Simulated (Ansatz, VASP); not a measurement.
**Two plane-wave programs on NbCuS2**

```
Cu Nb S
1.0
     1.83799    1.06117    6.67262
    -1.83799    1.06117    6.67262
     0.00000   -2.12233    6.67262
Cu Nb S
1 1 2
Direct
  0.50000 0.50000 0.50000
  0.00000 0.00000 0.00000
  0.26670 0.26670 0.26670
  0.73330 0.73330 0.73330
```

Alike in both runs: task single point; functional PBE; k mesh 6 × 6 × 6; occupations gaussian, width 0.05 eV; collinear spin; Hubbard terms Nb d U = 8.0 eV.

|  | VASP | Ansatz |
| --- | --- | --- |
| version | VASP 6.6.1 | Ansatz 0.2.0 |
| potentials or method | VASP PAW PBE potentials, release 64 (Cu, Nb_sv, S), cutoff 520 eV | scalar-relativistic, plane waves, PAW |
| valence electrons in the cell | 36 | 44 |

|  | VASP | Ansatz | Ansatz less VASP |
| --- | --- | --- | --- |
| pressure (GPa) | 3.5 | 7.9 | +4.37 |
| traceless stress, the component that is largest in VASP (GPa) | 0.68 | -4.92 | -5.602 |
| rms of the force components (eV/Å) | 1.061 | 1.126 | +0.0652 |
| net moment per atom (μB) | 0.50 | 0.50 | 0.000 |
| size of the moment on the site where the two differ most (μB) | 1.43 | 1.36 | -0.067 |

Site moments also hang on the region over which each program counts them. The programs project onto different local orbitals, so the same U acts differently, and such runs can settle in different states. Atom by atom the forces differ by 0.065 eV/Å (rms over components). VASP's potentials hold 36 valence electrons a cell and Ansatz's 44, so a difference there can come from the potentials and not from the codes. Ansatz's warnings: specified occupation not kept, symmetry narrowed by occupation matrices.
